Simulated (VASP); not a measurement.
# Pb (P6_3/mmc) in VASP: notebook

Pb is run at these levels: PBEsol; tasks: single point.

Everything below comes from runs of VASP 6.6.1. Logs are shortened: lines on timing, memory, paths and dates and some standing lists are left out, and cuts for length are marked.

## (1) The cell of the first run

It takes space group P6_3/mmc (No. 194, hexagonal). The conventional cell has a = 3.571 Å, b = 3.571 Å, c = 11.647 Å, α = 90.00°, β = 90.00°, γ = 120.00°. Within 4.7 Å of Pb (site symmetry -6m2) lie 12 Pb at 3.57 Å. Pb (site symmetry -3m) has 12 Pb at 3.57 Å within 4.7 Å.

## (2) Single point, PBEsol (volume scaled by 1.04)

Input file INCAR:

```
PREC = Accurate
ENCUT = 520
EDIFF = 1E-6
ISMEAR = -1
SIGMA = 0.05
LREAL = False
LASPH = True
NELM = 80
ALGO = Fast
ISIF = 2
LWAVE = False
LCHARG = False
GGA = PS
NBANDS = 36
```

Input file KPOINTS:

```
Automatic mesh
0
Gamma
  9 9 3
```

Input file POSCAR:

```
Pb
1.0
    3.5707446996      0.0000000000      0.0000000000
   -1.7853723498      3.0923556203      0.0000000000
    0.0000000000      0.0000000000     11.6465123390
Pb
4
Direct
    0.6666666667      0.3333333333      0.7500000000
    0.0000000000      0.0000000000      0.5000000000
    0.3333333333      0.6666666667      0.2500000000
    0.0000000000      0.0000000000      0.0000000000
```

Potentials or basis: VASP PAW PBE potentials, release 64 (Pb_d).

On the command line:

```console
cat potpaw_PBE.64/Pb_d/POTCAR > POTCAR
mpirun -np 1 vasp_std > vasp.out
```

OUTCAR:

```text
PREC = Accurate
   ENCUT = 520
   EDIFF = 1E-6
   ISMEAR = -1
   LREAL = False
   LASPH = True
   NELM = 80
   ISIF = 2
   GGA = PS

 ion  position               nearest neighbor table
   1  0.667  0.333  0.750-   2 3.57   4 3.57   2 3.57   4 3.57   2 3.57   4 3.57
   2  0.000  0.000  0.500-   1 3.57   3 3.57   1 3.57   3 3.57   1 3.57   3 3.57
   3  0.333  0.667  0.250-   2 3.57   4 3.57   2 3.57   4 3.57   2 3.57   4 3.57
   4  0.000  0.000  0.000-   1 3.57   3 3.57   1 3.57   3 3.57   1 3.57   3 3.57

  LATTYP: Found a hexagonal cell.
 ALAT       =     3.5707446996
 C/A-ratio  =     3.2616480087

  Lattice vectors:

 A1 = (   3.5707446996,   0.0000000000,   0.0000000000)
 A2 = (  -1.7853723498,   3.0923556203,   0.0000000000)
 A3 = (   0.0000000000,   0.0000000000,  11.6465123390)

Analysis of symmetry for initial positions (statically):
=====================================================================
 Subroutine PRICEL returns:
 Original cell was already a primitive cell.

 Routine SETGRP: Setting up the symmetry group for a
 hexagonal supercell.

 Subroutine GETGRP returns: Found 24 space group operations
 (whereof 12 operations were pure point group operations)
 out of a pool of 24 trial point group operations.

The static configuration has the point symmetry D_3d.
 The point group associated with its full space group is D_6h.

Analysis of symmetry for dynamics (positions and initial velocities):
=====================================================================
 Subroutine PRICEL returns:
 Original cell was already a primitive cell.

 Routine SETGRP: Setting up the symmetry group for a
 hexagonal supercell.

 Subroutine GETGRP returns: Found 24 space group operations
 (whereof 12 operations were pure point group operations)
 out of a pool of 24 trial point group operations.

The dynamic configuration has the point symmetry D_3d.
 The point group associated with its full space group is D_6h.

 Subroutine INISYM returns: Found 24 space group operations
 (whereof 12 operations are pure point group operations),
 and found     1 'primitive' translations

----------------------------------------------------------------------------------------

                                     Primitive cell

  volume of cell :     128.6009

  direct lattice vectors                    reciprocal lattice vectors
     3.570744700  0.000000000  0.000000000     0.280053626  0.161689036  0.000000000
    -1.785372350  3.092355620  0.000000000     0.000000000  0.323378073  0.000000000
     0.000000000  0.000000000 11.646512339     0.000000000  0.000000000  0.085862615

  length of vectors
     3.570744700  3.570744700 11.646512339     0.323378073  0.323378073  0.085862615

  position of ions in fractional coordinates (direct lattice)
     0.666666667  0.333333333  0.750000000
     0.000000000  0.000000000  0.500000000
     0.333333333  0.666666667  0.250000000
     0.000000000  0.000000000  0.000000000

  ion indices of the primitive-cell ions
   primitive index   ion index
                 1           1
                 2           2
                 3           3
                 4           4

----------------------------------------------------------------------------------------

 KPOINTS: Automatic mesh

Automatic generation of k-mesh.
 Grid dimensions read from file:
 generate k-points for:    9    9    3

 Generating k-lattice:

  Cartesian coordinates                     Fractional coordinates (reciprocal lattice)
     0.031117070  0.017965448  0.000000000     0.111111111 -0.000000000  0.000000000
     0.000000000  0.035930897  0.000000000     0.000000000  0.111111111  0.000000000
     0.000000000  0.000000000  0.028620872     0.000000000  0.000000000  0.333333333

  Length of vectors
     0.035930897  0.035930897  0.028620872

  Shift w.r.t. Gamma in fractional coordinates (k-lattice)
     0.000000000  0.000000000  0.000000000

 Subroutine IBZKPT returns following result:
 ===========================================

 Found     24 irreducible k-points:

 Following reciprocal coordinates:
            Coordinates               Weight
  0.000000  0.000000  0.000000      1.000000
  0.111111  0.000000  0.000000      6.000000
  0.222222 -0.000000  0.000000      6.000000
  0.333333  0.000000  0.000000      6.000000
  0.444444 -0.000000  0.000000      6.000000
  0.111111  0.111111  0.000000      6.000000
[... 16 lines left out ...]
  0.333333  0.222222  0.333333     24.000000
  0.333333  0.333333  0.333333      4.000000
   k-points           NKPTS =     24   k-points in BZ     NKDIM =     24   number of bands    NBANDS=     36
   number of dos      NEDOS =    301   number of ions     NIONS =      4
   total plane-waves  NPLWV =  70560
   dimension x,y,z NGX =    28 NGY =   28 NGZ =   90
   dimension x,y,z NGXF=    56 NGYF=   56 NGZF=  180
   ions per type =               4
   NGX,Y,Z   is equivalent  to a cutoff of  13.04, 13.04, 12.85 a.u.
   NGXF,Y,Z  is equivalent  to a cutoff of  26.07, 26.07, 25.69 a.u.
 SYSTEM =  unknown system
   PREC   = accura    normal or accurate (medium, high low for compatibility)
   ISTART =      0    job   : 0-new  1-cont  2-samecut
   ICHARG =      2    charge: 1-file 2-atom 10-const
   ISPIN  =      1    spin polarized calculation?
   LNONCOLLINEAR =      F non collinear calculations
   LSORBIT =      F    spin-orbit coupling
   LASPH  =      T    aspherical Exc in radial PAW
   ENCUT  =  520.0 eV  38.22 Ry    6.18 a.u.   6.64  6.64 21.65*2*pi/ulx,y,z
   NELM   =     80;   NELMIN=  2; NELMDL= -5     # of ELM steps
   EDIFF  = 0.1E-05   stopping-criterion for ELM
   LREAL  =      F    real-space projection
   EDIFFG = 0.1E-04   stopping-criterion for IOM
   NSW    =      0    number of steps for IOM
   IBRION =     -1    ionic relax: 0-MD 1-quasi-New 2-CG
   NFREE  =      0    steps in history (QN), initial steepest desc. (CG)
   ISIF   =      2    stress and relaxation
   ISYM   =      2    0-nonsym 1-usesym 2-fastsym
   POTIM  = 0.5000    time-step for ionic-motion
   TEBEG  =    0.0;   TEEND  =   0.0 temperature during run
   PSTRESS=    0.0 pullay stress
   NELECT =      56.0000    total number of electrons
   NUPDOWN=      -1.0000    fix difference up-down
   EMIN   =  10.00;   EMAX   =-10.00  energy-range for DOS
   EFERMI =   0.00;   METHOD = LEGACY
   ISMEAR =    -1;   SIGMA  =   0.05  broadening in eV -4-tet -1-fermi 0-gaus
   EFERMI_NEDOS =   21; number of points for ismear=-14 and -15
   IALGO  =     68    algorithm
   IMIX   =      4    mixing-type and parameters
     AMIX     =   0.40;   BMIX     =  1.00
     AMIX_MAG =   1.60;   BMIX_MAG =  1.00
  volume/ion in A,a.u.               =      32.15       216.96
  Fermi-wavevector in a.u.,A,eV,Ry     =   1.240860  2.344885 20.949348  1.539734
  Thomas-Fermi vector in A             =   2.375283
   LORBIT       =      0    0 simple, 1 ext, 2 COOP (PROOUT), +10 PAW based schemes
   GGA     = PS    functional components
   LHFCALC =     F    Hartree Fock is set to
   AEXX    =    0.0000 exact exchange contribution
   IVDW    =     0    specifies the selected vdW correction
   LEPSILON=     F    determine dielectric tensor
   LRPA    =     F    only Hartree local field effects (RPA)
 non-spin polarized calculation
 RMM-DIIS sequential band-by-band and
  energy-cutoff  :      520.00
  volume of cell :      128.60
 maximum number of plane-waves:      3523
 NGX is ok and might be reduce to    28
   NGX = 13   NGY = 13   NGZ = 43

 number of electron      55.9999992 magnetization

 Free energy of the ion-electron system (eV)
  ---------------------------------------------------
  ext. energy  EPLUGINS =         0.00000000
  ---------------------------------------------------
  free energy    TOTEN  =       -15.93531683 eV

  energy without entropy =      -15.92576705  energy(sigma->0) =      -15.93054194

 E-fermi :   6.4362     XC(G=0): -10.0645

 val. band max:        6.3717266589   @ k =   0.3333   0.1111   0.3333
 cond. band min:       6.6141421941   @ k =   0.2222  -0.0000   0.0000
 fundamental gap:      0.2424155352
 Fermi energy:         6.4362109734

 k-point     1 :       0.0000    0.0000    0.0000
  band No.  band energies     occupation
      1     -10.5282      2.00000
      2     -10.5217      2.00000
      3     -10.5059      2.00000
      4     -10.5059      2.00000
      5     -10.4898      2.00000
      6     -10.4898      2.00000
[... 28 lines left out ...]
     35      13.3772      0.00000
     36      13.4867      0.00000

 k-point     2 :       0.1111    0.0000    0.0000
  band No.  band energies     occupation
      1     -10.5262      2.00000
      2     -10.5215      2.00000
      3     -10.5018      2.00000
      4     -10.4960      2.00000
      5     -10.4832      2.00000
      6     -10.4828      2.00000
[... 28 lines left out ...]
     35      13.2361      0.00000
     36      13.4724      0.00000

 k-point     3 :       0.2222   -0.0000    0.0000
  band No.  band energies     occupation
      1     -10.5566      2.00000
      2     -10.5398      2.00000
      3     -10.5103      2.00000
      4     -10.4910      2.00000
      5     -10.4728      2.00000
      6     -10.4579      2.00000
[... 28 lines left out ...]
     35      12.2203      0.00000
     36      12.9892      0.00000

 k-point     4 :       0.3333    0.0000    0.0000
  band No.  band energies     occupation
      1     -10.5928      2.00000
      2     -10.5603      2.00000
      3     -10.5470      2.00000
      4     -10.5017      2.00000
      5     -10.4958      2.00000
      6     -10.4733      2.00000
[... 28 lines left out ...]
     35      10.8212      0.00000
     36      12.2503      0.00000

 k-point     5 :       0.4444   -0.0000    0.0000
  band No.  band energies     occupation
      1     -10.6158      2.00000
      2     -10.5745      2.00000
      3     -10.5717      2.00000
      4     -10.5196      2.00000
      5     -10.5063      2.00000
      6     -10.4853      2.00000
[... 655 lines left out ...]
 k-point    22 :       0.2222    0.2222    0.3333
  band No.  band energies     occupation
      1     -10.5383      2.00000
      2     -10.5218      2.00000
      3     -10.5213      2.00000
      4     -10.5033      2.00000
      5     -10.4886      2.00000
      6     -10.4812      2.00000
[... 28 lines left out ...]
     35      11.0401      0.00000
     36      11.0537      0.00000

 k-point    23 :       0.3333    0.2222    0.3333
  band No.  band energies     occupation
      1     -10.5497      2.00000
      2     -10.5428      2.00000
      3     -10.5075      2.00000
      4     -10.5009      2.00000
      5     -10.4848      2.00000
      6     -10.4787      2.00000
[... 28 lines left out ...]
     35       9.8915      0.00000
     36      10.4787      0.00000

 k-point    24 :       0.3333    0.3333    0.3333
  band No.  band energies     occupation
      1     -10.5425      2.00000
      2     -10.5425      2.00000
      3     -10.5164      2.00000
      4     -10.4866      2.00000
      5     -10.4480      2.00000
      6     -10.4480      2.00000
[... 28 lines left out ...]
     35       9.3365      0.00000
     36      10.1205      0.00000

------------------------ aborting loop because EDIFF is reached ----------------------------------------

  FORCE on cell =-STRESS in cart. coord.  units (eV):
  Direction    XX          YY          ZZ          XY          YZ          ZX
  --------------------------------------------------------------------------------------
  -------------------------------------------------------------------------------------
  Total       -2.5463333     -2.5463333     -2.2697086      0.0000000     -0.0000000      0.0000000
  in kB      -31.7235453    -31.7235453    -28.2772102      0.0000000     -0.0000000      0.0000000
  external PRESSURE =     -30.5747669 kB  Pullay stress =       0.0000000 kB

 VOLUME and BASIS-vectors are now :
 -----------------------------------------------------------------------------
  energy-cutoff  :      520.00
  volume of cell :      128.60
      direct lattice vectors                 reciprocal lattice vectors
     3.570744700  0.000000000  0.000000000     0.280053626  0.161689036  0.000000000
    -1.785372350  3.092355620  0.000000000     0.000000000  0.323378073  0.000000000
     0.000000000  0.000000000 11.646512339     0.000000000  0.000000000  0.085862615

 POSITION                                       TOTAL-FORCE (eV/Angst)
 -----------------------------------------------------------------------------------
      1.78537      1.03079      8.73488        -0.000000      0.000000      0.000000
      0.00000      0.00000      5.82326        -0.000000      0.000000      0.000000
     -0.00000      2.06157      2.91163         0.000000     -0.000000     -0.000000
      0.00000      0.00000      0.00000        -0.000000      0.000000      0.000000
 -----------------------------------------------------------------------------------
    total drift:                                0.000000     -0.000000      0.000000

  FREE ENERGIE OF THE ION-ELECTRON SYSTEM (eV)
  ---------------------------------------------------
  free  energy   TOTEN  =       -15.9353168302 eV

  energy  without entropy=      -15.9257670542  energy(sigma->0) =      -15.93054194
```

It used 120 s of CPU time on 1 thread of Intel Xeon 6975P-C, on a shared host.

Results:

```yaml
Free_energy: -15.9353 eV
Pressure: -3.1 GPa
Band_gap_on_the_k_mesh: zero (band 28 reaches 11.79 eV, above the bottom of band 29 at 4.53 eV)
```

Caveat: the PAW data sets were made with another functional, which shifts forces and pressure a little; spin-orbit coupling is left out, which moves the levels of the heavy elements.

(Part 1 of 3 ends here.)
